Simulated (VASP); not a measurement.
# TiMoSe4 (P-3m1) in VASP: single point with PBE

Aim: the single point of TiMoSe4 with PBE.

Program: VASP 6.6.1. These are calculated values, not measurements. Logs are shortened: lines on timing, memory, paths and dates and some standing lists are left out, and cuts for length are marked.

## (1) The cell of the first run

Symmetry: P-3m1, No. 164, trigonal system. Conventional cell: a = 3.424 Å, b = 3.424 Å, c = 13.711 Å, α = 90.00°, β = 90.00°, γ = 120.00°. Within 3.5 Å of Ti (site symmetry -3m) lie 6 Se at 2.54 Å and 6 Ti at 3.42 Å. Mo (site symmetry -3m) has 6 Se at 2.57 Å and 6 Mo at 3.42 Å within 3.5 Å. Se (site symmetry 3m) has 3 Ti at 2.54 Å and 6 Se at 3.42 Å within 3.5 Å. Se (site symmetry 3m) has 3 Mo at 2.57 Å and 6 Se at 3.42 Å within 3.5 Å.

## (2) Single point, PBE

Contents of INCAR:

```
SYSTEM = TiMoSe4
PREC     = Accurate       ! precision mode
ENCUT    = 520            ! plane-wave cutoff, eV
EDIFF    = 1E-6           ! SCF threshold, eV
ISMEAR   = 0              ! smearing method
SIGMA    = 0.1            ! smearing width, eV
LREAL    = .False.        ! projectors in reciprocal space
LASPH    = .True.         ! aspherical terms in the spheres
NELM     = 100            ! most SCF steps
ALGO     = Normal         ! electronic algorithm
ISIF     = 2              ! what is computed and relaxed
LWAVE    = .False.        ! write WAVECAR
LCHARG   = .False.        ! write CHGCAR
GGA      = PE             ! functional
NBANDS   = 34             ! bands
```

Contents of KPOINTS:

```
regular mesh
0
Gamma
  12 12 4
  0 0 0
```

Contents of POSCAR:

```
TiMoSe4
1.0
    3.4237282597      0.0000000000      0.0000000000
   -1.7118641299      2.9650356485      0.0000000000
    0.0000000000      0.0000000000     13.7111205551
Ti Mo Se
1 1 4
Direct
    0.0000000000      0.0000000000      0.0000000000
    0.0000000000      0.0000000000      0.5000000000
    0.6666666667      0.3333333333      0.8833329754
    0.3333333333      0.6666666667      0.1166670246
    0.6666666667      0.3333333333      0.3797975922
    0.3333333333      0.6666666667      0.6202024078
```

Potentials or basis: VASP PAW PBE potentials, release 64 (Ti_sv, Mo_sv, Se).

Launch:

```bash
$ cat potpaw_PBE.64/Ti_sv/POTCAR potpaw_PBE.64/Mo_sv/POTCAR potpaw_PBE.64/Se/POTCAR > POTCAR
$ mpirun -np 1 vasp_std > vasp.out
```

OUTCAR:

```text
SYSTEM = TiMoSe4
   PREC = Accurate
   ENCUT = 520
   EDIFF = 1E-6
   ISMEAR = 0
   LREAL = .False.
   LASPH = .True.
   NELM = 100
   ISIF = 2
   GGA = PE

 ion  position               nearest neighbor table
   1  0.000  0.000  0.000-   3 2.54   4 2.54   4 2.54   3 2.54   3 2.54   4 2.54
   2  0.000  0.000  0.500-   5 2.57   6 2.57   6 2.57   5 2.57   5 2.57   6 2.57
   3  0.667  0.333  0.883-   1 2.54   1 2.54   1 2.54
   4  0.333  0.667  0.117-   1 2.54   1 2.54   1 2.54
   5  0.667  0.333  0.380-   2 2.57   2 2.57   2 2.57
   6  0.333  0.667  0.620-   2 2.57   2 2.57   2 2.57

  LATTYP: Found a hexagonal cell.
 ALAT       =     3.4237282597
 C/A-ratio  =     4.0047338793

  Lattice vectors:

 A1 = (   3.4237282597,   0.0000000000,   0.0000000000)
 A2 = (  -1.7118641299,   2.9650356485,   0.0000000000)
 A3 = (   0.0000000000,   0.0000000000,  13.7111205551)

Analysis of symmetry for initial positions (statically):
=====================================================================
 Subroutine PRICEL returns:
 Original cell was already a primitive cell.

 Routine SETGRP: Setting up the symmetry group for a
 hexagonal supercell.

 Subroutine GETGRP returns: Found 12 space group operations
 (whereof 12 operations were pure point group operations)
 out of a pool of 24 trial point group operations.

The static configuration has the point symmetry D_3d.

Analysis of symmetry for dynamics (positions and initial velocities):
=====================================================================
 Subroutine PRICEL returns:
 Original cell was already a primitive cell.

 Routine SETGRP: Setting up the symmetry group for a
 hexagonal supercell.

 Subroutine GETGRP returns: Found 12 space group operations
 (whereof 12 operations were pure point group operations)
 out of a pool of 24 trial point group operations.

The dynamic configuration has the point symmetry D_3d.

 Subroutine INISYM returns: Found 12 space group operations
 (whereof 12 operations are pure point group operations),
 and found     1 'primitive' translations

----------------------------------------------------------------------------------------

                                     Primitive cell

  volume of cell :     139.1881

  direct lattice vectors                    reciprocal lattice vectors
     3.423728260  0.000000000  0.000000000     0.292079255  0.168632037  0.000000000
    -1.711864130  2.965035648  0.000000000     0.000000000  0.337264073  0.000000000
     0.000000000  0.000000000 13.711120555     0.000000000  0.000000000  0.072933499

  length of vectors
     3.423728260  3.423728260 13.711120555     0.337264073  0.337264073  0.072933499

  position of ions in fractional coordinates (direct lattice)
     0.000000000  0.000000000  0.000000000
     0.000000000  0.000000000  0.500000000
     0.666666667  0.333333333  0.883332975
     0.333333333  0.666666667  0.116667025
     0.666666667  0.333333333  0.379797592
     0.333333333  0.666666667  0.620202408

  ion indices of the primitive-cell ions
   primitive index   ion index
                 1           1
                 2           2
                 3           3
                 4           4
                 5           5
                 6           6

----------------------------------------------------------------------------------------

 KPOINTS: regular mesh

Automatic generation of k-mesh.
 Grid dimensions read from file:
 generate k-points for:   12   12    4

 Generating k-lattice:

  Cartesian coordinates                     Fractional coordinates (reciprocal lattice)
     0.024339938  0.014052670  0.000000000     0.083333333  0.000000000  0.000000000
     0.000000000  0.028105339  0.000000000     0.000000000  0.083333333  0.000000000
     0.000000000  0.000000000  0.018233375     0.000000000  0.000000000  0.250000000

  Length of vectors
     0.028105339  0.028105339  0.018233375

  Shift w.r.t. Gamma in fractional coordinates (k-lattice)
     0.000000000  0.000000000  0.000000000

 Subroutine IBZKPT returns following result:
 ===========================================

 Found     69 irreducible k-points:

 Following reciprocal coordinates:
            Coordinates               Weight
  0.000000  0.000000  0.000000      1.000000
  0.083333  0.000000  0.000000      6.000000
  0.166667  0.000000  0.000000      6.000000
  0.250000  0.000000  0.000000      6.000000
  0.333333  0.000000  0.000000      6.000000
  0.416667  0.000000  0.000000      6.000000
[... 16 lines left out ...]
  0.166667  0.000000  0.250000      6.000000
  0.000000  0.166667  0.250000      6.000000
 [... further k-points ...]
   k-points           NKPTS =     69   k-points in BZ     NKDIM =     69   number of bands    NBANDS=     34
   number of dos      NEDOS =    301   number of ions     NIONS =      6
   total plane-waves  NPLWV =  84672
   dimension x,y,z NGX =    28 NGY =   28 NGZ =  108
   dimension x,y,z NGXF=    56 NGYF=   56 NGZF=  216
   ions per type =               1   1   4
   NGX,Y,Z   is equivalent  to a cutoff of  13.60, 13.60, 13.09 a.u.
   NGXF,Y,Z  is equivalent  to a cutoff of  27.19, 27.19, 26.19 a.u.
 SYSTEM =  TiMoSe4
   PREC   = accura    normal or accurate (medium, high low for compatibility)
   ISTART =      0    job   : 0-new  1-cont  2-samecut
   ICHARG =      2    charge: 1-file 2-atom 10-const
   ISPIN  =      1    spin polarized calculation?
   LNONCOLLINEAR =      F non collinear calculations
   LSORBIT =      F    spin-orbit coupling
   LASPH  =      T    aspherical Exc in radial PAW
   ENCUT  =  520.0 eV  38.22 Ry    6.18 a.u.   6.37  6.37 25.49*2*pi/ulx,y,z
   NELM   =    100;   NELMIN=  2; NELMDL= -5     # of ELM steps
   EDIFF  = 0.1E-05   stopping-criterion for ELM
   LREAL  =      F    real-space projection
[... 7 lines left out ...]
   TEBEG  =    0.0;   TEEND  =   0.0 temperature during run
   PSTRESS=    0.0 pullay stress
   NELECT =      50.0000    total number of electrons
   NUPDOWN=      -1.0000    fix difference up-down
   EMIN   =  10.00;   EMAX   =-10.00  energy-range for DOS
   EFERMI =   0.00;   METHOD = LEGACY
   ISMEAR =     0;   SIGMA  =   0.10  broadening in eV -4-tet -1-fermi 0-gaus
   EFERMI_NEDOS =   21; number of points for ismear=-14 and -15
   IALGO  =     38    algorithm
   IMIX   =      4    mixing-type and parameters
     AMIX     =   0.40;   BMIX     =  1.00
     AMIX_MAG =   1.60;   BMIX_MAG =  1.00
  volume/ion in A,a.u.               =      23.20       156.55
  Fermi-wavevector in a.u.,A,eV,Ry     =   1.163762  2.199191 18.426937  1.354342
  Thomas-Fermi vector in A             =   2.300308
   LORBIT       =      0    0 simple, 1 ext, 2 COOP (PROOUT), +10 PAW based schemes
   GGA     = PE    functional components
   LHFCALC =     F    Hartree Fock is set to
   AEXX    =    0.0000 exact exchange contribution
   IVDW    =     0    specifies the selected vdW correction
   LEPSILON=     F    determine dielectric tensor
   LRPA    =     F    only Hartree local field effects (RPA)
 non-spin polarized calculation
 Gauss-broadening in eV      SIGMA  =   0.10
  energy-cutoff  :      520.00
  volume of cell :      139.19
 maximum number of plane-waves:      3778
 NGX is ok and might be reduce to    28
   NGX = 13   NGY = 13   NGZ = 51

 number of electron      49.9999999 magnetization

 Free energy of the ion-electron system (eV)
  ---------------------------------------------------
  ext. energy  EPLUGINS =         0.00000000
  ---------------------------------------------------
  free energy    TOTEN  =       -37.37877111 eV

  energy without entropy =      -37.36945201  energy(sigma->0) =      -37.37411156

 E-fermi :   4.7379     XC(G=0):  -9.6935

 val. band max:        4.6871743887   @ k =   0.3333   0.2500   0.5000
 cond. band min:       4.7448081067   @ k =   0.0000   0.0000   0.0000
 fundamental gap:      0.0576337180
 Fermi energy:         4.7379202659

 k-point     1 :       0.0000    0.0000    0.0000
  band No.  band energies     occupation
      1     -56.9903      2.00000
      2     -52.7160      2.00000
      3     -31.0509      2.00000
      4     -31.0509      2.00000
      5     -30.9841      2.00000
      6     -28.9454      2.00000
[... 26 lines left out ...]
     33       8.3566      0.00000
     34       8.3566      0.00000

 k-point     2 :       0.0833    0.0000    0.0000
  band No.  band energies     occupation
      1     -56.9894      2.00000
      2     -52.7152      2.00000
      3     -31.0626      2.00000
      4     -31.0536      2.00000
      5     -30.9817      2.00000
      6     -28.9436      2.00000
[... 26 lines left out ...]
     33       7.9609      0.00000
     34       8.2773      0.00000

 k-point     3 :       0.1667    0.0000    0.0000
  band No.  band energies     occupation
      1     -56.9868      2.00000
      2     -52.7131      2.00000
      3     -31.0944      2.00000
      4     -31.0610      2.00000
      5     -30.9751      2.00000
      6     -28.9604      2.00000
[... 26 lines left out ...]
     33       7.6347      0.00000
     34       8.1443      0.00000
[... 704 lines left out ...]
 k-point    23 :       0.1667    0.0000    0.2500
  band No.  band energies     occupation
      1     -56.9869      2.00000
      2     -52.7131      2.00000
      3     -31.0944      2.00000
      4     -31.0610      2.00000
      5     -30.9751      2.00000
      6     -28.9604      2.00000
[... 26 lines left out ...]
     33       7.6298      0.00000
     34       8.1485      0.00000

 k-point    24 :       0.0000    0.1667    0.2500
  band No.  band energies     occupation
      1     -56.9869      2.00000
      2     -52.7131      2.00000
      3     -31.0944      2.00000
      4     -31.0610      2.00000
      5     -30.9751      2.00000
      6     -28.9604      2.00000
[... 26 lines left out ...]
     33       7.6300      0.00000
     34       8.1486      0.00000

 [... further k-points ...]

------------------------ aborting loop because EDIFF is reached ----------------------------------------

  FORCE on cell =-STRESS in cart. coord.  units (eV):
  Direction    XX          YY          ZZ          XY          YZ          ZX
  --------------------------------------------------------------------------------------
  -------------------------------------------------------------------------------------
  Total        0.1058855      0.1058855      0.1689552     -0.0000000      0.0000000      0.0000000
  in kB        1.2188355      1.2188355      1.9448227     -0.0000000      0.0000000      0.0000000
  external PRESSURE =       1.4608313 kB  Pullay stress =       0.0000000 kB

 VOLUME and BASIS-vectors are now :
 -----------------------------------------------------------------------------
  energy-cutoff  :      520.00
  volume of cell :      139.19
      direct lattice vectors                 reciprocal lattice vectors
     3.423728260  0.000000000  0.000000000     0.292079255  0.168632037  0.000000000
    -1.711864130  2.965035648  0.000000000     0.000000000  0.337264073  0.000000000
     0.000000000  0.000000000 13.711120555     0.000000000  0.000000000  0.072933499

 POSITION                                       TOTAL-FORCE (eV/Angst)
 -----------------------------------------------------------------------------------
      0.00000      0.00000      0.00000         0.000000      0.000000      0.000000
      0.00000      0.00000      6.85556         0.000000      0.000000      0.000000
      1.71186      0.98835     12.11148        -0.000000     -0.000000     -0.020888
     -0.00000      1.97669      1.59964        -0.000000      0.000000      0.020888
      1.71186      0.98835      5.20745         0.000000      0.000000     -0.033335
     -0.00000      1.97669      8.50367        -0.000000      0.000000      0.033335
 -----------------------------------------------------------------------------------
    total drift:                               -0.000000      0.000000      0.000000

  FREE ENERGIE OF THE ION-ELECTRON SYSTEM (eV)
  ---------------------------------------------------
  free  energy   TOTEN  =       -37.3787711063 eV

  energy  without entropy=      -37.3694520109  energy(sigma->0) =      -37.37411156
```

It took 4.4 min on 1 thread of Intel Xeon 6975P-C (Granite Rapids), shared host; peak memory 0.48 GiB.

What came out:

```
Free energy            : -37.3788 eV
Pressure               : 0.1 GPa
Largest force          : 0.033 eV/Å
Band gap on the k mesh : zero (bands 25 and 26 overlap by 0.56 eV)
```

Forces on the atoms (eV/Å):
```
Ti   0.000  0.000  0.000
Mo   0.000  0.000  0.000
Se   0.000  0.000 -0.021
Se   0.000  0.000  0.021
Se   0.000  0.000 -0.033
Se   0.000  0.000  0.033
```

Caveat: this functional lacks dispersion, which binds the layers, so the pressure and a relaxed spacing across them are unreliable.
